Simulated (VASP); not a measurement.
A run of VASP 6.6.1 is set up as follows.

Contents of INCAR:

```
SYSTEM = Ir
  PREC = Accurate
  ENCUT = 520
  EDIFF = 1E-7
  ISMEAR = 0
  SIGMA = 0.1
  LREAL = .False.
  LASPH = .True.
  NELM = 80
  ALGO = Normal
  ISIF = 2
  LWAVE = .False.
  LCHARG = .False.
  GGA = PE
  NBANDS = 10
```

File KPOINTS:

```
regular mesh
0
Gamma
  8 8 8
  0 0 0
```

File POSCAR:

```
Ir
1.0
    0.0000000000      1.9385215360      1.9385215360
    1.9385215360      0.0000000000      1.9385215360
    1.9385215360      1.9385215360      0.0000000000
Ir
1
Direct
    0.0000000000      0.0000000000      0.0000000000
```

Potentials or basis: VASP PAW PBE potentials, release 64 (Ir).

The run is started by

```bash
$ cat potpaw_PBE.64/Ir/POTCAR > POTCAR
$ mpirun -np 1 vasp_std > vasp.out
```

Estimate the pressure.

0.1 GPa.
